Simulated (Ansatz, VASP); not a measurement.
**Two plane-wave programs on Ga27As27H**

```
Ga As H
1.0
     0.00000    8.48055    8.48055
     8.48055    0.00000    8.48055
     8.48055    8.48055    0.00000
Ga As H
27 27 1
Direct
  0.99828 0.00630 0.99887
  0.99844 0.00623 0.33136
  0.01374 0.99811 0.66159
  0.99763 0.34090 0.99814
  0.00003 0.33867 0.33175
  0.99988 0.33872 0.66453
  0.99818 0.67357 0.99856
  0.99789 0.67272 0.33223
  0.99810 0.67347 0.66464
  0.33095 0.00624 0.99888
  0.33346 0.00199 0.33415
  0.33351 0.00195 0.66535
  0.33111 0.33886 0.00048
  0.33191 0.33812 0.33241
  0.33122 0.33864 0.66451
  0.33145 0.67274 0.99837
  0.33167 0.67284 0.33206
  0.33947 0.66240 0.66660
  0.66093 0.99816 0.01429
  0.66475 0.00201 0.33412
  0.66096 0.99814 0.66153
  0.66406 0.33863 0.00056
  0.66398 0.33870 0.33174
  0.66964 0.32509 0.67011
  0.66411 0.67371 0.99854
  0.66598 0.66244 0.34007
  0.66597 0.66239 0.66640
  0.08102 0.09092 0.08144
  0.08399 0.08889 0.41324
  0.08403 0.08895 0.74877
  0.08112 0.42376 0.08175
  0.08229 0.42268 0.41501
  0.08123 0.42368 0.74819
  0.08134 0.75676 0.08213
  0.08157 0.75669 0.41468
  0.09172 0.74651 0.74825
  0.41258 0.08903 0.08459
  0.41542 0.08755 0.41598
  0.41266 0.08887 0.74879
  0.41450 0.42269 0.08278
  0.41444 0.42275 0.41493
  0.42185 0.41019 0.75141
  0.41414 0.75667 0.08192
  0.41735 0.75076 0.41794
  0.41736 0.75075 0.74892
  0.74816 0.08888 0.08465
  0.74830 0.08889 0.41321
  0.77853 0.99819 0.77912
  0.74765 0.42385 0.08176
  0.75094 0.41020 0.42234
  0.75086 0.41019 0.75151
  0.74783 0.74659 0.09226
  0.74843 0.75084 0.41783
  0.74779 0.74658 0.74824
  0.83164 0.83880 0.83231
```

Alike in both runs: functional PBE; k mesh 1 × 1 × 1; occupations gaussian, width 0.05 eV; collinear spin.

Ansatz relaxed the structure, and its values are those at the end. VASP's run is a single point on that final structure, the one shown.

```csv
,VASP,Ansatz
version,VASP 6.6.1,Ansatz 0.2.0
potentials or method,"VASP PAW PBE potentials, release 64 (Ga_d, As, H), cutoff 520 eV","scalar-relativistic, plane waves, PAW"
valence electrons in the cell,487,757
```

```csv
,VASP,Ansatz,Ansatz less VASP
rms of the force components (eV/Å),0.010,0.006,-0.0041
net moment per atom (μB),0.01,0.01,0.000
size of the moment on the site where the two differ most (μB),0.08,0.05,-0.027
```

Site moments also hang on the region over which each program counts them. VASP's potentials hold 487 valence electrons a cell and Ansatz's 757, so a difference there can come from the potentials and not from the codes.
